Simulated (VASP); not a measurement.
# BaZrO3 (Pm-3m) in VASP: further runs

BaZrO3 is run at these levels: PBEsol; tasks: relaxation of cell and atoms.

Everything below comes from runs of VASP 6.6.1. Logs are shortened: lines on timing, memory, paths and dates and some standing lists are left out, and cuts for length are marked.

### Step 1. The cell of the first run

The structure is cubic, space group Pm-3m (No. 221). Conventional cell: a = 4.191 Å, b = 4.191 Å, c = 4.191 Å, α = 90.00°, β = 90.00°, γ = 90.00°. Within 3.9 Å of Ba (site symmetry m-3m) lie 12 O at 2.96 Å and 8 Zr at 3.63 Å. Zr (site symmetry m-3m) has 6 O at 2.10 Å within 2.8 Å. Within 2.8 Å of O (site symmetry 4/mmm) lie 2 Zr at 2.10 Å.

### Step 2. Relaxation of cell and atoms, PBEsol, target pressure 10 GPa, at which the enthalpy is minimised

File INCAR:

```
PREC = Accurate ; ENCUT = 600
EDIFF = 1E-7 ; ISMEAR = -1
SIGMA = 0.05 ; LREAL = F
LASPH = T ; NELM = 100
ALGO = Normal ; ISIF = 3
LWAVE = F ; LCHARG = F
GGA = PS ; IBRION = 2
NSW = 60 ; EDIFFG = -0.01
PSTRESS = 100.0
```

File KPOINTS:

```
regular mesh
0
Gamma
  6 6 6
```

File POSCAR:

```
BaZrO3
1.0
    4.1913400000      0.0000000000      0.0000000000
    0.0000000000      4.1913400000      0.0000000000
    0.0000000000      0.0000000000      4.1913400000
Ba Zr O
1 1 3
Direct
    0.0000000000      0.0000000000      0.0000000000
    0.5000000000      0.5000000000      0.5000000000
    0.5000000000      0.5000000000      0.0000000000
    0.5000000000      0.0000000000      0.5000000000
    0.0000000000      0.5000000000      0.5000000000
```

Potentials or basis: VASP PAW PBE potentials, release 64 (Ba_sv, Zr_sv, O).

Run with:

```
> cat potpaw_PBE.64/Ba_sv/POTCAR potpaw_PBE.64/Zr_sv/POTCAR potpaw_PBE.64/O/POTCAR > POTCAR
> mpirun -np 1 vasp_std > vasp.out
```

OUTCAR:

```text
PREC = Accurate
   ENCUT = 600
   EDIFF = 1E-7
   ISMEAR = -1
   LREAL = F
   LASPH = T
   NELM = 100
   ISIF = 3
   GGA = PS
   IBRION = 2
   NSW = 60
   EDIFFG = -0.01
   PSTRESS = 100.0

 ion  position               nearest neighbor table
   1  0.000  0.000  0.000-   3 2.96   4 2.96   5 2.96   4 2.96   5 2.96   3 2.96   5 2.96   5 2.96
                             3 2.96   4 2.96   4 2.96   3 2.96   2 3.63   2 3.63   2 3.63   2 3.63
   2  0.500  0.500  0.500-   3 2.10   4 2.10   5 2.10   3 2.10   4 2.10   5 2.10   1 3.63   1 3.63
                             1 3.63   1 3.63   1 3.63   1 3.63   1 3.63   1 3.63
   3  0.500  0.500  0.000-   2 2.10   2 2.10   1 2.96   1 2.96   1 2.96   1 2.96
   4  0.500  0.000  0.500-   2 2.10   2 2.10   1 2.96   1 2.96   1 2.96   1 2.96
   5  0.000  0.500  0.500-   2 2.10   2 2.10   1 2.96   1 2.96   1 2.96   1 2.96

  LATTYP: Found a simple cubic cell.
 ALAT       =     4.1913400000

  Lattice vectors:

 A1 = (   4.1913400000,   0.0000000000,   0.0000000000)
 A2 = (   0.0000000000,   4.1913400000,   0.0000000000)
 A3 = (   0.0000000000,   0.0000000000,   4.1913400000)

Analysis of symmetry for initial positions (statically):
=====================================================================
 Subroutine PRICEL returns:
 Original cell was already a primitive cell.

 Routine SETGRP: Setting up the symmetry group for a
 simple cubic supercell.

 Subroutine GETGRP returns: Found 48 space group operations
 (whereof 48 operations were pure point group operations)
 out of a pool of 48 trial point group operations.

The static configuration has the point symmetry O_h .

Analysis of symmetry for dynamics (positions and initial velocities):
=====================================================================
 Subroutine PRICEL returns:
 Original cell was already a primitive cell.

 Routine SETGRP: Setting up the symmetry group for a
 simple cubic supercell.

 Subroutine GETGRP returns: Found 48 space group operations
 (whereof 48 operations were pure point group operations)
 out of a pool of 48 trial point group operations.

The dynamic configuration has the point symmetry O_h .

 Subroutine INISYM returns: Found 48 space group operations
 (whereof 48 operations are pure point group operations),
 and found     1 'primitive' translations

----------------------------------------------------------------------------------------

                                     Primitive cell

  volume of cell :      73.6307

  direct lattice vectors                    reciprocal lattice vectors
     4.191340000  0.000000000  0.000000000     0.238587182  0.000000000  0.000000000
     0.000000000  4.191340000  0.000000000     0.000000000  0.238587182  0.000000000
     0.000000000  0.000000000  4.191340000     0.000000000  0.000000000  0.238587182

  length of vectors
     4.191340000  4.191340000  4.191340000     0.238587182  0.238587182  0.238587182

  position of ions in fractional coordinates (direct lattice)
     0.000000000  0.000000000  0.000000000
     0.500000000  0.500000000  0.500000000
     0.500000000  0.500000000  0.000000000
     0.500000000  0.000000000  0.500000000
     0.000000000  0.500000000  0.500000000

  ion indices of the primitive-cell ions
   primitive index   ion index
                 1           1
                 2           2
                 3           3
                 4           4
                 5           5

----------------------------------------------------------------------------------------

 KPOINTS: regular mesh

Automatic generation of k-mesh.
 Grid dimensions read from file:
 generate k-points for:    6    6    6

 Generating k-lattice:

  Cartesian coordinates                     Fractional coordinates (reciprocal lattice)
     0.039764530  0.000000000  0.000000000     0.166666667  0.000000000  0.000000000
     0.000000000  0.039764530  0.000000000     0.000000000  0.166666667  0.000000000
     0.000000000  0.000000000  0.039764530     0.000000000  0.000000000  0.166666667

  Length of vectors
     0.039764530  0.039764530  0.039764530

  Shift w.r.t. Gamma in fractional coordinates (k-lattice)
     0.000000000  0.000000000  0.000000000

 Subroutine IBZKPT returns following result:
 ===========================================

 Found     20 irreducible k-points:

 Following reciprocal coordinates:
            Coordinates               Weight
  0.000000  0.000000  0.000000      1.000000
  0.166667  0.000000  0.000000      6.000000
  0.333333  0.000000  0.000000      6.000000
  0.500000  0.000000  0.000000      3.000000
  0.166667  0.166667  0.000000     12.000000
  0.333333  0.166667  0.000000     24.000000
[... 12 lines left out ...]
  0.500000  0.500000  0.333333      6.000000
  0.500000  0.500000  0.500000      1.000000
   k-points           NKPTS =     20   k-points in BZ     NKDIM =     20   number of bands    NBANDS=     24
   number of dos      NEDOS =    301   number of ions     NIONS =      5
   total plane-waves  NPLWV =  46656
   dimension x,y,z NGX =    36 NGY =   36 NGZ =   36
   dimension x,y,z NGXF=    72 NGYF=   72 NGZF=   72
   ions per type =               1   1   3
   NGX,Y,Z   is equivalent  to a cutoff of  14.28, 14.28, 14.28 a.u.
   NGXF,Y,Z  is equivalent  to a cutoff of  28.56, 28.56, 28.56 a.u.
 SYSTEM =  unknown system
   PREC   = accura    normal or accurate (medium, high low for compatibility)
   ISTART =      0    job   : 0-new  1-cont  2-samecut
   ICHARG =      2    charge: 1-file 2-atom 10-const
   ISPIN  =      1    spin polarized calculation?
   LNONCOLLINEAR =      F non collinear calculations
   LSORBIT =      F    spin-orbit coupling
   LASPH  =      T    aspherical Exc in radial PAW
   ENCUT  =  600.0 eV  44.10 Ry    6.64 a.u.   8.37  8.37  8.37*2*pi/ulx,y,z
   NELM   =    100;   NELMIN=  2; NELMDL= -5     # of ELM steps
   EDIFF  = 0.1E-06   stopping-criterion for ELM
   LREAL  =      F    real-space projection
   EDIFFG = -.1E-01   stopping-criterion for IOM
   NSW    =     60    number of steps for IOM
   IBRION =      2    ionic relax: 0-MD 1-quasi-New 2-CG
   NFREE  =      1    steps in history (QN), initial steepest desc. (CG)
   ISIF   =      3    stress and relaxation
   ISYM   =      2    0-nonsym 1-usesym 2-fastsym
   POTIM  = 0.5000    time-step for ionic-motion
   TEBEG  =    0.0;   TEEND  =   0.0 temperature during run
   PSTRESS=  100.0 pullay stress
   NELECT =      40.0000    total number of electrons
   NUPDOWN=      -1.0000    fix difference up-down
   EMIN   =  10.00;   EMAX   =-10.00  energy-range for DOS
   EFERMI =   0.00;   METHOD = LEGACY
   ISMEAR =    -1;   SIGMA  =   0.05  broadening in eV -4-tet -1-fermi 0-gaus
   EFERMI_NEDOS =   21; number of points for ismear=-14 and -15
   IALGO  =     38    algorithm
   IMIX   =      4    mixing-type and parameters
     AMIX     =   0.40;   BMIX     =  1.00
     AMIX_MAG =   1.60;   BMIX_MAG =  1.00
  volume/ion in A,a.u.               =      14.73        99.38
  Fermi-wavevector in a.u.,A,eV,Ry     =   1.335802  2.524299 24.277770  1.784366
  Thomas-Fermi vector in A             =   2.464478
   LORBIT       =      0    0 simple, 1 ext, 2 COOP (PROOUT), +10 PAW based schemes
   GGA     = PS    functional components
   LHFCALC =     F    Hartree Fock is set to
   AEXX    =    0.0000 exact exchange contribution
   IVDW    =     0    specifies the selected vdW correction
   LEPSILON=     F    determine dielectric tensor
   LRPA    =     F    only Hartree local field effects (RPA)
 conjugate gradient relaxation of ions
 non-spin polarized calculation
  energy-cutoff  :      600.00
  volume of cell :       73.63
 maximum number of plane-waves:      2517
 NGX is ok and might be reduce to    36
   NGX = 17   NGY = 17   NGZ = 17

--------------------------------------- Ionic step        1  -------------------------------------------

 number of electron      40.0000010 magnetization

 Free energy of the ion-electron system (eV)
  ---------------------------------------------------
  ext. energy  EPLUGINS =         0.00000000
  ---------------------------------------------------
  free energy    TOTEN  =       -43.62947991 eV

  energy without entropy =      -43.62947991  energy(sigma->0) =      -43.62947991

------------------------ aborting loop because EDIFF is reached ----------------------------------------

  FORCE on cell =-STRESS in cart. coord.  units (eV):
  Direction    XX          YY          ZZ          XY          YZ          ZX
  --------------------------------------------------------------------------------------
  -------------------------------------------------------------------------------------
  Total       -0.1034271     -0.1034271     -0.1034271     -0.0000000      0.0000000      0.0000000
  in kB       -2.2505367     -2.2505367     -2.2505367     -0.0000000      0.0000000      0.0000000
  external PRESSURE =    -102.2505367 kB  Pullay stress =     100.0000000 kB

 VOLUME and BASIS-vectors are now :
 -----------------------------------------------------------------------------
  energy-cutoff  :      600.00
  volume of cell :       73.63
      direct lattice vectors                 reciprocal lattice vectors
     4.191340000  0.000000000  0.000000000     0.238587182  0.000000000  0.000000000
     0.000000000  4.191340000  0.000000000     0.000000000  0.238587182  0.000000000
     0.000000000  0.000000000  4.191340000     0.000000000  0.000000000  0.238587182
[... 93 lines left out ...]
  FREE ENERGIE OF THE ION-ELECTRON SYSTEM (eV)
  ---------------------------------------------------
  free  energy   TOTEN  =       -43.5191281197 eV

  energy  without entropy=      -43.5191281197  energy(sigma->0) =      -43.51912812

  enthalpy is  TOTEN    =       -39.1679006322 eV   P V=        4.3512274875

--------------------------------------- Ionic step        4  -------------------------------------------

 number of electron      39.9999984 magnetization

 Free energy of the ion-electron system (eV)
  ---------------------------------------------------
  ext. energy  EPLUGINS =         0.00000000
  ---------------------------------------------------
  free energy    TOTEN  =       -43.51425795 eV

  energy without entropy =      -43.51425795  energy(sigma->0) =      -43.51425795

 E-fermi :   5.2088     XC(G=0): -11.3064

 val. band max:        4.0423115283   @ k =   0.5000   0.5000   0.5000
 cond. band min:       7.2590163836   @ k =   0.0000   0.0000   0.0000
 fundamental gap:      3.2167048553
 Fermi energy:         5.2087779706

 k-point     1 :       0.0000    0.0000    0.0000
  band No.  band energies     occupation
      1     -42.4880      2.00000
      2     -21.0384      2.00000
      3     -20.7830      2.00000
      4     -20.7830      2.00000
      5     -20.7830      2.00000
      6     -12.3359      2.00000
[... 16 lines left out ...]
     23       7.2590      0.00000
     24       8.6463      0.00000
[... 533 lines left out ...]
 POSITION                                       TOTAL-FORCE (eV/Angst)
 -----------------------------------------------------------------------------------
      0.00000      0.00000      0.00000         0.000000      0.000000      0.000000
      2.05706      2.05706      2.05706        -0.000000      0.000000      0.000000
      2.05706      2.05706      0.00000         0.000000      0.000000      0.000000
      2.05706      0.00000      2.05706         0.000000      0.000000      0.000000
     -0.00000      2.05706      2.05706        -0.000000      0.000000      0.000000
 -----------------------------------------------------------------------------------
    total drift:                                0.000000      0.000000      0.000000

  FREE ENERGIE OF THE ION-ELECTRON SYSTEM (eV)
  ---------------------------------------------------
  free  energy   TOTEN  =       -43.5142579522 eV

  energy  without entropy=      -43.5142579522  energy(sigma->0) =      -43.51425795

  enthalpy is  TOTEN    =       -39.1679713213 eV   P V=        4.3462866309

 reached required accuracy - stopping structural energy minimisation
```

Run time: 3.1 min. Hardware: 1 thread of Intel Xeon 8259CL, shared host; peak memory 0.24 GiB.

What came out:

| Item | Value |
| --- | --- |
| Free energy | -43.5143 eV |
| Relaxed volume | 13.93 Å³/atom |
| Relaxed cell | a = 4.114 Å, b = 4.114 Å, c = 4.114 Å, α = 90.00°, β = 90.00°, γ = 90.00° |
| Space group after relaxing (to 0.1 Å) | Pm-3m (No. 221) |
| Energy change on relaxing (the run minimises the enthalpy) | +23.0 meV/atom |
| Ionic steps | 4 |
| Pressure after relaxing | 10.0 GPa |
| Band gap on the k mesh | 3.22 eV (least direct gap 3.36 eV) |

Step by step:
| step | energy change (eV) | largest force (eV/Å) | pressure (GPa) | volume (Å³) |
| --- | --- | --- | --- | --- |
| 1 | 0.0000 | 0.0000 | -0.23 | 73.63 |
| 2 | 0.7931 | 0.0000 | 30.44 | 64.06 |
| 3 | 0.1104 | 0.0000 | 9.74 | 69.71 |
| 4 | 0.1152 | 0.0000 | 9.97 | 69.64 |

Final structure:
```yaml
crystal:
  lattice:
    - [4.11411, 0.00000, 0.00000]
    - [0.00000, 4.11411, 0.00000]
    - [0.00000, 0.00000, 4.11411]
  atoms:
    - { symbol: Ba, position: [0.00000, 0.00000, 0.00000] }
    - { symbol: Zr, position: [0.50000, 0.50000, 0.50000] }
    - { symbol: O, position: [0.50000, 0.50000, 0.00000] }
    - { symbol: O, position: [0.50000, 0.00000, 0.50000] }
    - { symbol: O, position: [0.00000, 0.50000, 0.50000] }
```

Caveat: the cell is relaxed towards a set pressure, so the run minimises the enthalpy, not the energy; the PAW data sets were made with another functional, which shifts forces and pressure a little; spin-orbit coupling is left out, which moves the levels of the heavy elements.

(Continued in part 2 of 2.)
